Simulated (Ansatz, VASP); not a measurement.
Two plane-wave programs on Hf3NbO2

Contents of INCAR:

```
SYSTEM = Hf3NbO2
  PREC = Accurate
  ENCUT = 520
  EDIFF = 1E-7
  ISMEAR = 0
  SIGMA = 0.1
  LREAL = .FALSE.
  LASPH = .TRUE.
  NELM = 100
  ALGO = Normal
  ISIF = 2
  LWAVE = .FALSE.
  LCHARG = .TRUE.
  GGA = PE
  LELF = .TRUE.
  LVHAR = .TRUE.
  NBANDS = 36
```

KPOINTS

```
Automatic mesh
0
G
  6 6 4
  0 0 0
```

The input POSCAR:

```
Hf3NbO2
1.0
    4.2430341400      0.0000000000      0.0000000000
   -2.1215170700      3.6745753500      0.0000000000
    0.0000000000      0.0000000000      5.3133492700
Hf Nb O
3 1 2
Direct
    0.3333333300      0.6666666700      0.7237790200
    0.6666666700      0.3333333300      0.2762209800
    0.0000000000      0.0000000000      0.0000000000
    0.0000000000      0.0000000000      0.5000000000
    0.3333333300      0.6666666700      0.2191410100
    0.6666666700      0.3333333300      0.7808589900
```

Input for Ansatz:

```yaml
crystal:
  lattice:
    - [4.24303414, 0.0, 0.0]
    - [-2.12151707, 3.67457535, 0.0]
    - [0.0, 0.0, 5.31334927]
  atoms:
    - { symbol: Hf, position: [0.33333333, 0.66666667, 0.72377902] }
    - { symbol: Hf, position: [0.66666667, 0.33333333, 0.27622098] }
    - { symbol: Hf, position: [0.0, 0.0, 0.0] }
    - { symbol: Nb, position: [0.0, 0.0, 0.5] }
    - { symbol: O, position: [0.33333333, 0.66666667, 0.21914101] }
    - { symbol: O, position: [0.66666667, 0.33333333, 0.78085899] }
basis:
  ecutwfc: 420
kpoints:
  mp_grid: { grid: [6, 6, 4] }
hamiltonian:
  xc: pbe
scf:
  occupations: { method: gaussian, width: 0.1 }
  lower_state_search: "off"
output:
  forces: true
  stress: true
  eigenvalues: true
```

Change from the starting cell: species swapped into the Sn2Pd3Au type (P-3m1, No. 164).

Alike in both runs: task single point; functional PBE; k mesh 6 × 6 × 4; occupations gaussian, width 0.1 eV; no spin polarisation.

|  | VASP | Ansatz |
| --- | --- | --- |
| version | VASP 6.6.1 | Ansatz 0.2.0 |
| potentials or method | VASP PAW PBE potentials, release 64 (Hf_pv, Nb_sv, O), cutoff 520 eV | scalar-relativistic, plane waves, PAW |
| valence electrons in the cell | 55 | 103 |

|  | VASP | Ansatz | Ansatz less VASP |
| --- | --- | --- | --- |
| gap on the k mesh at the Fermi level (eV) | none | none | - |
| pressure (GPa) | 22.1 | 23.4 | +1.29 |
| traceless stress, the component that is largest in VASP (GPa) | -4.08 | -4.14 | -0.065 |
| rms of the force components (eV/Å) | 0.611 | 0.604 | -0.0062 |

Atom by atom the forces differ by 0.006 eV/Å (rms over components). A gap of «none» marks a metal or a gap that the smearing closes. VASP's potentials hold 55 valence electrons a cell and Ansatz's 103, so a difference there can come from the potentials and not from the codes.

Spin-orbit coupling is off throughout.
